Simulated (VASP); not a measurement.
Crystal: AlNi3.

```
Ni Al
1.0
     3.52305    0.00000    0.00000
     0.00000    3.52305    0.00000
     0.00000    0.00000    3.52305
Ni Al
3 1
Direct
  0.50000 0.50000 0.00000
  0.50000 0.00000 0.50000
  0.00000 0.50000 0.50000
  0.00000 0.00000 0.00000
```

Base run:

* Program: VASP 6.6.1
* Functional: BLYP
* Potentials or basis: VASP PAW PBE potentials, release 64 (Ni, Al)
* Cutoff: 520 eV
* k mesh: 8 × 8 × 8
* Occupations: fermi-dirac, width 0.05 eV
* Spin: collinear spin, ferromagnetic start
* Starting moments: [1.0, 1.0, 1.0, 0.0] μB

Its results: pressure 15.0 GPa; net moment 0.60 μB per cell; site moments Ni +0.21; Al -0.01 μB.

The run is repeated on the same cell with these changes: functional from BLYP to revPBE. What comes out?

Pressure 11.0 GPa; net moment 0.69 μB per cell; site moments Ni +0.24; Al -0.01 μB.

Caveats: the cell stands under pressure; the PAW data sets were made with another functional, which shifts forces and pressure a little.
